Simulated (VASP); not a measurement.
A run of VASP 6.6.1 is set up as follows.

Contents of INCAR:

```
SYSTEM = BRhSe3
PREC = Accurate
ENCUT = 520
EDIFF = 1E-6
ISMEAR = 0
SIGMA = 0.1
LREAL = .FALSE.
LASPH = .TRUE.
NELM = 150
ALGO = Normal
ISIF = 2
LWAVE = .FALSE.
LCHARG = .FALSE.
ISPIN = 2
MAGMOM = 0 1 0 0 0
LORBIT = 11
LMAXMIX = 4
GGA = PE
NBANDS = 30
```

Contents of KPOINTS:

```
regular mesh
0
G
  4 4 4
  0 0 0
```

Contents of POSCAR:

```
BRhSe3
1.0
    4.3719272119      0.0000000000      0.0000000000
    0.0000000000      4.3719272119      0.0000000000
    0.0000000000      0.0000000000      4.3719272119
B Rh Se
1 1 3
Direct
    0.0000000000      0.0000000000      0.0000000000
    0.5000000000      0.5000000000      0.5000000000
    0.5000000000      0.0000000000      0.0000000000
    0.0000000000      0.5000000000      0.0000000000
    0.0000000000      0.0000000000      0.5000000000
```

Potentials or basis: VASP PAW PBE potentials, release 64 (B, Rh_pv, Se).

Run with:

```bash
$ cat potpaw_PBE.64/B/POTCAR potpaw_PBE.64/Rh_pv/POTCAR potpaw_PBE.64/Se/POTCAR > POTCAR
$ mpirun -np 1 vasp_std > vasp.out
```

Q: What does it give for the band gap on the k mesh?

A: Zero (filled and empty bands overlap).

Q: Estimate the pressure.

A: -0.2 GPa.
